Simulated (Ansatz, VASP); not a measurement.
This is a calculation of TiSi2 for Ansatz 0.2.0.

Contents of input.yaml:

```yaml
crystal:
  lattice:
    - [-1.501759177, 1.7457097017, 4.2946938359]
    - [1.501759177, -1.7457097017, 4.2946938359]
    - [1.501759177, 1.7457097017, -4.2946938359]
  atoms:
    - { symbol: Ti, position: [0.0, 0.0, 0.0] }
    - { symbol: Si, position: [0.670078, 0.670078, 0.0] }
    - { symbol: Si, position: [0.329922, 0.329922, 0.0] }
kpoints:
  mp_grid: { grid: [12, 12, 12] }
scf:
  occupations: { method: fermi_dirac, width: 0.05 }
hamiltonian:
  xc: pbesol
  pseudopotentials: { kind: all_electron, lapw: { basis_error: 0.002 } }
output:
  forces: true
  stress: true
  eigenvalues: true
```

Potentials or basis: all-electron LAPW, scalar-relativistic.

Launch:

```bash
$ ansatz run input.yaml --threads 2 --pin off --max-ram 6144MiB --backend cpu --events-out ev --progress --plain --runs-dir out
```

Task: Translate it to VASP 6.6.1. Potentials there: VASP PAW PBE potentials, release 64 (Ti_sv, Si).

Result: As run (the cutoff follows the program's own potentials):

The input INCAR:

```
SYSTEM = TiSi2
PREC = Accurate
ENCUT = 520
EDIFF = 1E-6
ISMEAR = -1
SIGMA = 0.05
LREAL = .False.
LASPH = .True.
NELM = 100
ALGO = Normal
ISIF = 2
LWAVE = .False.
LCHARG = .False.
GGA = PS
NBANDS = 17
```

The input KPOINTS:

```
regular mesh
0
Gamma
  12 12 12
  0 0 0
```

POSCAR

```
TiSi2
1.0
   -1.5017591770      1.7457097017      4.2946938359
    1.5017591770     -1.7457097017      4.2946938359
    1.5017591770      1.7457097017     -4.2946938359
Ti Si
1 2
Direct
    0.0000000000      0.0000000000      0.0000000000
    0.6700780000      0.6700780000      0.0000000000
    0.3299220000      0.3299220000      0.0000000000
```

Potentials or basis: VASP PAW PBE potentials, release 64 (Ti_sv, Si).

Command:

```console
$ cat potpaw_PBE.64/Ti_sv/POTCAR potpaw_PBE.64/Si/POTCAR > POTCAR
$ mpirun -np 1 vasp_std > vasp.out
```

Both were run:

|  | VASP | Ansatz | Ansatz less VASP |
| --- | --- | --- | --- |
| gap on the k mesh at the Fermi level (eV) | none | none | - |
| pressure (GPa) | -10.3 | -10.4 | -0.11 |
| traceless stress, the component that is largest in VASP (GPa) | 1.07 | 1.07 | -0.002 |
| rms of the force components (eV/Å) | 0.050 | 0.050 | +0.0010 |

VASP's potentials were made for PBE, not for PBEsol. Atom by atom the forces differ by 0.001 eV/Å (rms over components). A gap of «none» marks a metal or a gap that the smearing closes. Ansatz ran all-electron here, and VASP with PAW potentials.
